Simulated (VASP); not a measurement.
C, 8 atoms in the cell. The typed cell holds 8 atoms: a = 3.557 Å, b = 3.908 Å, c = 4.037 Å, α = 90.95°, β = 97.34°, γ = 107.12°. 

- Program: VASP 6.6.1
- Task: single point
- Functional: PBE
- Potentials or basis: VASP PAW PBE potentials, release 64 (C_h)
- Cutoff: 910 eV
- k mesh: 8 × 8 × 8
- Occupations: gaussian, width 0.02 eV
- Spin: no spin polarisation
- Dipole correction: no
- Further INCAR settings: ALGO = Normal; EDIFF = 1e-06; NBANDS = 26

Potentials or basis: VASP PAW PBE potentials, release 64 (C_h).

Run with:

```sh
$ cat potpaw_PBE.64/C_h/POTCAR > POTCAR
$ mpirun -np 1 vasp_std > vasp.out
```

Hardware: 1 thread of Intel(R) Xeon(R) Platinum 8375C CPU @ 2.90GHz (Ice Lake), with other jobs on the host.

How long does it take, and how much memory?

Run time: 9 min on 1 thread of Intel(R) Xeon(R) Platinum 8375C CPU @ 2.90GHz (Ice Lake), on a shared host, peak memory 0.61 GiB. Counts: scf iterations 14, k points 260.
